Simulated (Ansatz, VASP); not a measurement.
## Ir in VASP and in Ansatz

```
Ir
1.0
     2.72613    0.00000    0.00001
    -1.36307    2.36089    0.00000
     0.00002    0.00002    4.43201
Ir
2
Direct
  0.66667 0.33333 0.75000
  0.33333 0.66667 0.25000
```

Change from the starting cell: atom 1 moved 0.30 Å; relaxed back.

Alike in both runs: functional r2SCAN; k mesh 12 × 12 × 8; occupations gaussian, width 0.15 eV; no spin polarisation.

Ansatz relaxed the structure, and its values are those at the end. VASP's run is a single point on that final structure, the one shown.

|  | VASP | Ansatz |
| --- | --- | --- |
| version | VASP 6.6.1 | Ansatz 0.2.0 |
| potentials or method | VASP PAW PBE potentials, release 64 (Ir), cutoff 520 eV | scalar-relativistic, plane waves, PAW |
| valence electrons in the cell | 18 | 34 |

VASP gave:

| Item | Value |
| --- | --- |
| gap on the k mesh at the Fermi level (eV) | none |
| pressure (GPa) | 2.5 |

Task: Estimate Ansatz's values.

Result: gap on the k mesh at the Fermi level (eV): none; pressure (GPa): 0.0.

VASP's potentials were made for PBE, not for r2SCAN. A gap of «none» marks a metal or a gap that the smearing closes. The functional is the same, so the differences come from potentials, cutoffs and numerics. VASP's potentials hold 18 valence electrons a cell and Ansatz's 34, so a difference there can come from the potentials and not from the codes.

Neither program's run includes spin-orbit coupling.
